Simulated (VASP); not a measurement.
# In4SbAs3 (P-4m2) in VASP: notebook

In4SbAs3 is run at these levels: PBE; tasks: single point.

Everything below comes from runs of VASP 6.6.1. Logs are shortened: lines on timing, memory, paths and dates and some standing lists are left out, and cuts for length are marked.

### Step 1. The cell of the first run

The structure is tetragonal, space group P-4m2 (No. 115). The conventional cell has a = 4.456 Å, b = 4.456 Å, c = 12.590 Å, α = 90.00°, β = 90.00°, γ = 90.00°. Within 3.6 Å of In (site symmetry 2mm) lie 4 As at 2.69 to 2.70 Å. Within 3.6 Å of In (site symmetry 2mm) lie 2 As at 2.70 Å and 2 Sb at 2.83 Å. Sb (site symmetry -4m2) has 4 In at 2.83 Å within 3.7 Å. Within 3.6 Å of As (site symmetry 2mm) lie 4 In at 2.70 Å. As (site symmetry -4m2) has 4 In at 2.69 Å within 3.6 Å.

### Step 2. Single point, PBE

File INCAR:

```
PREC = Accurate ; ENCUT = 520
EDIFF = 1E-7 ; ISMEAR = 0
SIGMA = 0.1 ; LREAL = F
LASPH = T ; NELM = 80
ALGO = Normal ; ISIF = 2
LWAVE = F ; LCHARG = F
GGA = PE ; NBANDS = 46
```

File KPOINTS:

```
regular mesh
0
Gamma
  4 4 2
```

File POSCAR:

```
In4SbAs3
1.0
    4.4564692000      0.0000000000      0.0000000000
    0.0000000000      4.4564692000      0.0000000000
    0.0000000000      0.0000000000     12.5895076000
In Sb As
4 1 3
Direct
    0.5000000000      0.0000000000      0.8796210000
    0.0000000000      0.5000000000      0.1203790000
    0.5000000000      0.0000000000      0.3619160000
    0.0000000000      0.5000000000      0.6380840000
    0.5000000000      0.5000000000      0.5000000000
    0.0000000000      0.0000000000      0.2411070000
    0.0000000000      0.0000000000      0.7588930000
    0.5000000000      0.5000000000      0.0000000000
```

Potentials or basis: VASP PAW PBE potentials, release 64 (In_d, Sb, As).

Command:

```bash
$ cat potpaw_PBE.64/In_d/POTCAR potpaw_PBE.64/Sb/POTCAR potpaw_PBE.64/As/POTCAR > POTCAR
$ mpirun -np 1 vasp_std > vasp.out
```

OUTCAR:

```text
PREC = Accurate
   ENCUT = 520
   EDIFF = 1E-7
   ISMEAR = 0
   LREAL = F
   LASPH = T
   NELM = 80
   ISIF = 2
   GGA = PE

 ion  position               nearest neighbor table
   1  0.500  0.000  0.880-   8 2.69   8 2.69   7 2.70   7 2.70
   2  0.000  0.500  0.120-   8 2.69   8 2.69   6 2.70   6 2.70
   3  0.500  0.000  0.362-   6 2.70   6 2.70   5 2.83   5 2.83
   4  0.000  0.500  0.638-   7 2.70   7 2.70   5 2.83   5 2.83
   5  0.500  0.500  0.500-   3 2.83   4 2.83   3 2.83   4 2.83
   6  0.000  0.000  0.241-   2 2.70   2 2.70   3 2.70   3 2.70
   7  0.000  0.000  0.759-   1 2.70   1 2.70   4 2.70   4 2.70
   8  0.500  0.500  0.000-   1 2.69   2 2.69   1 2.69   2 2.69

  LATTYP: Found a simple tetragonal cell.
 ALAT       =     4.4564692000
 C/A-ratio  =     2.8249959856

  Lattice vectors:

 A1 = (   4.4564692000,   0.0000000000,   0.0000000000)
 A2 = (   0.0000000000,   4.4564692000,   0.0000000000)
 A3 = (   0.0000000000,   0.0000000000,  12.5895076000)

Analysis of symmetry for initial positions (statically):
=====================================================================
 Subroutine PRICEL returns:
 Original cell was already a primitive cell.

 Routine SETGRP: Setting up the symmetry group for a
 simple tetragonal supercell.

 Subroutine GETGRP returns: Found  8 space group operations
 (whereof  8 operations were pure point group operations)
 out of a pool of 16 trial point group operations.

The static configuration has the point symmetry D_2d.

Analysis of symmetry for dynamics (positions and initial velocities):
=====================================================================
 Subroutine PRICEL returns:
 Original cell was already a primitive cell.

 Routine SETGRP: Setting up the symmetry group for a
 simple tetragonal supercell.

 Subroutine GETGRP returns: Found  8 space group operations
 (whereof  8 operations were pure point group operations)
 out of a pool of 16 trial point group operations.

The dynamic configuration has the point symmetry D_2d.

 Subroutine INISYM returns: Found  8 space group operations
 (whereof  8 operations are pure point group operations),
 and found     1 'primitive' translations

----------------------------------------------------------------------------------------

                                     Primitive cell

  volume of cell :     250.0291

  direct lattice vectors                    reciprocal lattice vectors
     4.456469200  0.000000000  0.000000000     0.224392889  0.000000000  0.000000000
     0.000000000  4.456469200  0.000000000     0.000000000  0.224392889  0.000000000
     0.000000000  0.000000000 12.589507600     0.000000000  0.000000000  0.079431224

  length of vectors
     4.456469200  4.456469200 12.589507600     0.224392889  0.224392889  0.079431224

  position of ions in fractional coordinates (direct lattice)
     0.500000000  0.000000000  0.879621000
     0.000000000  0.500000000  0.120379000
     0.500000000  0.000000000  0.361916000
     0.000000000  0.500000000  0.638084000
     0.500000000  0.500000000  0.500000000
     0.000000000  0.000000000  0.241107000
     0.000000000  0.000000000  0.758893000
     0.500000000  0.500000000  0.000000000

  ion indices of the primitive-cell ions
   primitive index   ion index
                 1           1
                 2           2
                 3           3
                 4           4
                 5           5
                 6           6
                 7           7
                 8           8

----------------------------------------------------------------------------------------

 KPOINTS: regular mesh

Automatic generation of k-mesh.
 Grid dimensions read from file:
 generate k-points for:    4    4    2

 Generating k-lattice:

  Cartesian coordinates                     Fractional coordinates (reciprocal lattice)
     0.056098222  0.000000000  0.000000000     0.250000000  0.000000000  0.000000000
     0.000000000  0.056098222  0.000000000     0.000000000  0.250000000  0.000000000
     0.000000000  0.000000000  0.039715612     0.000000000  0.000000000  0.500000000

  Length of vectors
     0.056098222  0.056098222  0.039715612

  Shift w.r.t. Gamma in fractional coordinates (k-lattice)
     0.000000000  0.000000000  0.000000000

 Subroutine IBZKPT returns following result:
 ===========================================

 Found     12 irreducible k-points:

 Following reciprocal coordinates:
            Coordinates               Weight
  0.000000  0.000000  0.000000      1.000000
  0.250000  0.000000  0.000000      4.000000
  0.500000  0.000000  0.000000      2.000000
  0.250000  0.250000  0.000000      4.000000
  0.500000  0.250000  0.000000      4.000000
  0.500000  0.500000  0.000000      1.000000
  0.000000  0.000000  0.500000      1.000000
  0.250000  0.000000  0.500000      4.000000
  0.500000  0.000000  0.500000      2.000000
  0.250000  0.250000  0.500000      4.000000
  0.500000  0.250000  0.500000      4.000000
  0.500000  0.500000  0.500000      1.000000
   k-points           NKPTS =     12   k-points in BZ     NKDIM =     12   number of bands    NBANDS=     46
   number of dos      NEDOS =    301   number of ions     NIONS =      8
   total plane-waves  NPLWV = 124416
   dimension x,y,z NGX =    36 NGY =   36 NGZ =   96
   dimension x,y,z NGXF=    72 NGYF=   72 NGZF=  192
   ions per type =               4   1   3
   NGX,Y,Z   is equivalent  to a cutoff of  13.43, 13.43, 12.68 a.u.
   NGXF,Y,Z  is equivalent  to a cutoff of  26.86, 26.86, 25.35 a.u.
 SYSTEM =  unknown system
   PREC   = accura    normal or accurate (medium, high low for compatibility)
   ISTART =      0    job   : 0-new  1-cont  2-samecut
   ICHARG =      2    charge: 1-file 2-atom 10-const
   ISPIN  =      1    spin polarized calculation?
   LNONCOLLINEAR =      F non collinear calculations
   LSORBIT =      F    spin-orbit coupling
   LASPH  =      T    aspherical Exc in radial PAW
   ENCUT  =  520.0 eV  38.22 Ry    6.18 a.u.   8.29  8.29 23.41*2*pi/ulx,y,z
   NELM   =     80;   NELMIN=  2; NELMDL= -5     # of ELM steps
   EDIFF  = 0.1E-06   stopping-criterion for ELM
   LREAL  =      F    real-space projection
   EDIFFG = 0.1E-05   stopping-criterion for IOM
   NSW    =      0    number of steps for IOM
   IBRION =     -1    ionic relax: 0-MD 1-quasi-New 2-CG
   NFREE  =      0    steps in history (QN), initial steepest desc. (CG)
   ISIF   =      2    stress and relaxation
   ISYM   =      2    0-nonsym 1-usesym 2-fastsym
   POTIM  = 0.5000    time-step for ionic-motion
   TEBEG  =    0.0;   TEEND  =   0.0 temperature during run
   PSTRESS=    0.0 pullay stress
   NELECT =      72.0000    total number of electrons
   NUPDOWN=      -1.0000    fix difference up-down
   EMIN   =  10.00;   EMAX   =-10.00  energy-range for DOS
   EFERMI =   0.00;   METHOD = LEGACY
   ISMEAR =     0;   SIGMA  =   0.10  broadening in eV -4-tet -1-fermi 0-gaus
   EFERMI_NEDOS =   21; number of points for ismear=-14 and -15
   IALGO  =     38    algorithm
   IMIX   =      4    mixing-type and parameters
     AMIX     =   0.40;   BMIX     =  1.00
     AMIX_MAG =   1.60;   BMIX_MAG =  1.00
  volume/ion in A,a.u.               =      31.25       210.91
  Fermi-wavevector in a.u.,A,eV,Ry     =   1.081074  2.042934 15.901418  1.168721
  Thomas-Fermi vector in A             =   2.217081
   LORBIT       =      0    0 simple, 1 ext, 2 COOP (PROOUT), +10 PAW based schemes
   GGA     = PE    functional components
   LHFCALC =     F    Hartree Fock is set to
   AEXX    =    0.0000 exact exchange contribution
   IVDW    =     0    specifies the selected vdW correction
   LEPSILON=     F    determine dielectric tensor
   LRPA    =     F    only Hartree local field effects (RPA)
 non-spin polarized calculation
 Gauss-broadening in eV      SIGMA  =   0.10
  energy-cutoff  :      520.00
  volume of cell :      250.03
 maximum number of plane-waves:      6779
 NGX is ok and might be reduce to    36
   NGX = 17   NGY = 17   NGZ = 47

 number of electron      72.0000010 magnetization

 Free energy of the ion-electron system (eV)
  ---------------------------------------------------
  ext. energy  EPLUGINS =         0.00000000
  ---------------------------------------------------
  free energy    TOTEN  =       -29.82147911 eV

  energy without entropy =      -29.81704741  energy(sigma->0) =      -29.81926326

 E-fermi :   4.1103     XC(G=0):  -8.6844

 val. band max:        4.1009704695   @ k =   0.0000   0.0000   0.0000
 cond. band min:       4.5369220883   @ k =   0.5000   0.0000   0.0000
 fundamental gap:      0.4359516188
 Fermi energy:         4.1102732812

 k-point     1 :       0.0000    0.0000    0.0000
  band No.  band energies     occupation
      1     -10.4415      2.00000
      2     -10.3859      2.00000
      3     -10.3510      2.00000
      4     -10.3254      2.00000
      5     -10.3254      2.00000
      6     -10.3086      2.00000
[... 38 lines left out ...]
     45       7.6457      0.00000
     46       7.6713      0.00000

 k-point     2 :       0.2500    0.0000    0.0000
  band No.  band energies     occupation
      1     -10.4291      2.00000
      2     -10.3904      2.00000
      3     -10.3687      2.00000
      4     -10.3333      2.00000
      5     -10.3189      2.00000
      6     -10.3018      2.00000
[... 38 lines left out ...]
     45       8.2007      0.00000
     46       8.7043      0.00000

 k-point     3 :       0.5000    0.0000    0.0000
  band No.  band energies     occupation
      1     -10.4140      2.00000
      2     -10.4073      2.00000
      3     -10.3916      2.00000
      4     -10.3442      2.00000
      5     -10.3075      2.00000
      6     -10.3071      2.00000
[... 430 lines left out ...]
     45       9.3301      0.00000
     46       9.4492      0.00000

 k-point    12 :       0.5000    0.5000    0.5000
  band No.  band energies     occupation
      1     -10.4532      2.00000
      2     -10.4402      2.00000
      3     -10.4320      2.00000
      4     -10.3744      2.00000
      5     -10.2811      2.00000
      6     -10.2763      2.00000
[... 38 lines left out ...]
     45      10.5235      0.00000
     46      10.8327      0.00000

------------------------ aborting loop because EDIFF is reached ----------------------------------------

  FORCE on cell =-STRESS in cart. coord.  units (eV):
  Direction    XX          YY          ZZ          XY          YZ          ZX
  --------------------------------------------------------------------------------------
  -------------------------------------------------------------------------------------
  Total        0.5421755      0.5421755     -0.2275578      0.0000000      0.0000000      0.0000000
  in kB        3.4742406      3.4742406     -1.4581820      0.0000000      0.0000000      0.0000000
  external PRESSURE =       1.8300997 kB  Pullay stress =       0.0000000 kB

 VOLUME and BASIS-vectors are now :
 -----------------------------------------------------------------------------
  energy-cutoff  :      520.00
  volume of cell :      250.03
      direct lattice vectors                 reciprocal lattice vectors
     4.456469200  0.000000000  0.000000000     0.224392889  0.000000000  0.000000000
     0.000000000  4.456469200  0.000000000     0.000000000  0.224392889  0.000000000
     0.000000000  0.000000000 12.589507600     0.000000000  0.000000000  0.079431224

 POSITION                                       TOTAL-FORCE (eV/Angst)
 -----------------------------------------------------------------------------------
      2.22823      0.00000     11.07400         0.000000     -0.000000      0.001951
      0.00000      2.22823      1.51551         0.000000     -0.000000     -0.001951
      2.22823      0.00000      4.55634         0.000000     -0.000000     -0.018110
      0.00000      2.22823      8.03316         0.000000     -0.000000      0.018110
      2.22823      2.22823      6.29475         0.000000     -0.000000      0.000000
      0.00000      0.00000      3.03542         0.000000     -0.000000      0.006727
      0.00000      0.00000      9.55409         0.000000     -0.000000     -0.006727
      2.22823      2.22823      0.00000        -0.000000      0.000000      0.000000
 -----------------------------------------------------------------------------------
    total drift:                                0.000000     -0.000000      0.000000

  FREE ENERGIE OF THE ION-ELECTRON SYSTEM (eV)
  ---------------------------------------------------
  free  energy   TOTEN  =       -29.8214791109 eV

  energy  without entropy=      -29.8170474083  energy(sigma->0) =      -29.81926326
```

Run time: 2.2 min. Hardware: 1 thread of Intel Xeon 6975P-C, shared host; peak memory 0.41 GiB.

What came out:

| Quantity | Value |
| --- | --- |
| Free energy | -29.8215 eV |
| Pressure | 0.2 GPa |
| Largest force | 0.018 eV/Å |
| Band gap on the k mesh | zero (filled and empty bands touch) |

Forces in eV/Å, atoms in the order of the input:
```
In   0.000  0.000  0.002
In   0.000  0.000 -0.002
In   0.000  0.000 -0.018
In   0.000  0.000  0.018
Sb   0.000  0.000  0.000
As   0.000  0.000  0.007
As   0.000  0.000 -0.007
As   0.000  0.000  0.000
```

Caveat: spin-orbit coupling is left out, which moves the levels of the heavy elements.

### Step 3. Single point, PBE

File INCAR:

```
PREC = Accurate ; ENCUT = 520
EDIFF = 1E-6 ; ISMEAR = 0
SIGMA = 0.1 ; LREAL = F
LASPH = T ; NELM = 60
ALGO = Normal ; ISIF = 2
LWAVE = F ; LCHARG = F
GGA = PE ; NBANDS = 46
```

File KPOINTS:

```
regular mesh
0
Gamma
  8 8 4
```

POSCAR is that of step 2.

Potentials or basis: VASP PAW PBE potentials, release 64 (In_d, Sb, As).

Command:

```bash
$ cat potpaw_PBE.64/In_d/POTCAR potpaw_PBE.64/Sb/POTCAR potpaw_PBE.64/As/POTCAR > POTCAR
$ mpirun -np 1 vasp_std > vasp.out
```

OUTCAR:

```text
PREC = Accurate
   ENCUT = 520
   EDIFF = 1E-6
   ISMEAR = 0
   LREAL = F
   LASPH = T
   NELM = 60
   ISIF = 2
   GGA = PE

 ion  position               nearest neighbor table
   1  0.500  0.000  0.880-   8 2.69   8 2.69   7 2.70   7 2.70
   2  0.000  0.500  0.120-   8 2.69   8 2.69   6 2.70   6 2.70
   3  0.500  0.000  0.362-   6 2.70   6 2.70   5 2.83   5 2.83
   4  0.000  0.500  0.638-   7 2.70   7 2.70   5 2.83   5 2.83
   5  0.500  0.500  0.500-   3 2.83   4 2.83   3 2.83   4 2.83
   6  0.000  0.000  0.241-   2 2.70   2 2.70   3 2.70   3 2.70
   7  0.000  0.000  0.759-   1 2.70   1 2.70   4 2.70   4 2.70
   8  0.500  0.500  0.000-   1 2.69   2 2.69   1 2.69   2 2.69

  LATTYP: Found a simple tetragonal cell.
 ALAT       =     4.4564692000
 C/A-ratio  =     2.8249959856

  Lattice vectors:

 A1 = (   4.4564692000,   0.0000000000,   0.0000000000)
 A2 = (   0.0000000000,   4.4564692000,   0.0000000000)
 A3 = (   0.0000000000,   0.0000000000,  12.5895076000)

Analysis of symmetry for initial positions (statically):
=====================================================================
 Subroutine PRICEL returns:
[... 185 lines left out ...]

 val. band max:        4.0893940943   @ k =   0.0000   0.0000   0.0000
 cond. band min:       4.5279319165   @ k =   0.5000   0.0000   0.0000
 fundamental gap:      0.4385378222
 Fermi energy:         4.1374924273

 k-point     1 :       0.0000    0.0000    0.0000
  band No.  band energies     occupation
      1     -10.4486      2.00000
      2     -10.3913      2.00000
      3     -10.3527      2.00000
      4     -10.3292      2.00000
      5     -10.3292      2.00000
      6     -10.3116      2.00000
[... 1165 lines left out ...]
     45       8.8091      0.00000
     46       8.8803      0.00000

 [... further k-points ...]
[... 5 lines left out ...]
  --------------------------------------------------------------------------------------
  -------------------------------------------------------------------------------------
  Total        0.0339614      0.0339614      0.0256729      0.0000000      0.0000000      0.0000000
  in kB        0.2176236      0.2176236      0.1645109      0.0000000      0.0000000      0.0000000
  external PRESSURE =       0.1999194 kB  Pullay stress =       0.0000000 kB

 VOLUME and BASIS-vectors are now :
 -----------------------------------------------------------------------------
  energy-cutoff  :      520.00
  volume of cell :      250.03
      direct lattice vectors                 reciprocal lattice vectors
     4.456469200  0.000000000  0.000000000     0.224392889  0.000000000  0.000000000
     0.000000000  4.456469200  0.000000000     0.000000000  0.224392889  0.000000000
     0.000000000  0.000000000 12.589507600     0.000000000  0.000000000  0.079431224

 POSITION                                       TOTAL-FORCE (eV/Angst)
 -----------------------------------------------------------------------------------
      2.22823      0.00000     11.07400         0.000000     -0.000000      0.000434
      0.00000      2.22823      1.51551         0.000000     -0.000000     -0.000434
      2.22823      0.00000      4.55634        -0.000000     -0.000000      0.007944
      0.00000      2.22823      8.03316         0.000000     -0.000000     -0.007944
      2.22823      2.22823      6.29475         0.000000      0.000000      0.000000
      0.00000      0.00000      3.03542         0.000000     -0.000000      0.000246
      0.00000      0.00000      9.55409         0.000000     -0.000000     -0.000246
      2.22823      2.22823      0.00000         0.000000     -0.000000      0.000000
 -----------------------------------------------------------------------------------
    total drift:                                0.000000     -0.000000      0.000000

  FREE ENERGIE OF THE ION-ELECTRON SYSTEM (eV)
  ---------------------------------------------------
  free  energy   TOTEN  =       -29.9931327637 eV

  energy  without entropy=      -29.9922448167  energy(sigma->0) =      -29.99268879
```

OSZICAR:

```text
N       E                     dE             d eps       ncg     rms          rms(c)
DAV:   1     0.683900487478E+03    0.68390E+03   -0.31611E+04  4140   0.168E+03
DAV:   2     0.595127593287E+02   -0.62439E+03   -0.60888E+03  4148   0.436E+02
DAV:   3    -0.257683380597E+02   -0.85281E+02   -0.83350E+02  4910   0.178E+02
DAV:   4    -0.306656404837E+02   -0.48973E+01   -0.48734E+01  5084   0.428E+01
DAV:   5    -0.308504855074E+02   -0.18485E+00   -0.18479E+00  5354   0.834E+00    0.872E+00
DAV:   6    -0.300352504405E+02    0.81524E+00   -0.15752E+00  5654   0.114E+01    0.464E+00
DAV:   7    -0.299937356523E+02    0.41515E-01   -0.84920E-01  6114   0.426E+00    0.119E+00
DAV:   8    -0.299891636287E+02    0.45720E-02   -0.96551E-02  5652   0.261E+00    0.715E-01
DAV:   9    -0.299914776510E+02   -0.23140E-02   -0.10922E-02  5008   0.664E-01    0.384E-01
DAV:  10    -0.299926903140E+02   -0.12127E-02   -0.24400E-03  5558   0.319E-01    0.128E-01
DAV:  11    -0.299930853364E+02   -0.39502E-03   -0.62221E-04  4684   0.124E-01    0.261E-02
DAV:  12    -0.299931244125E+02   -0.39076E-04   -0.59910E-05  5828   0.321E-02    0.274E-02
DAV:  13    -0.299931309551E+02   -0.65425E-05   -0.17031E-05  3920   0.187E-02    0.111E-02
DAV:  14    -0.299931325056E+02   -0.15506E-05   -0.99420E-07  3384   0.555E-03    0.189E-03
DAV:  15    -0.299931327637E+02   -0.25809E-06   -0.69214E-07  3144   0.496E-03
   1 F= -.29993133E+02 E0= -.29992689E+02  d E =-.887947E-03
```

stdout:

```text
POSCAR found type information on POSCAR InSbAs
 POSCAR found :  3 types and       8 ions
 scaLAPACK will be used
 LDA part: xc-table for (Slater+PW92), standard interpolation
 POSCAR, INCAR and KPOINTS ok, starting setup
 FFT: planning ... GRIDC
 FFT: planning ... GRID_SOFT
 FFT: planning ... GRID
 WAVECAR not read
 entering main loop
```

Wall time 8.7 min (1 thread of Intel Xeon 6975P-C, shared host); peak memory 0.64 GiB.

What came out:

```
Free energy            : -29.9931 eV
Pressure               : 0.0 GPa
Largest force          : 0.008 eV/Å
Band gap on the k mesh : zero (filled and empty bands touch)
```

Forces in eV/Å, atoms in the order of the input:
```
In   0.000  0.000  0.000
In   0.000  0.000  0.000
In   0.000  0.000  0.008
In   0.000  0.000 -0.008
Sb   0.000  0.000  0.000
As   0.000  0.000  0.000
As   0.000  0.000  0.000
As   0.000  0.000  0.000
```

Caveat: spin-orbit coupling is left out, which moves the levels of the heavy elements.
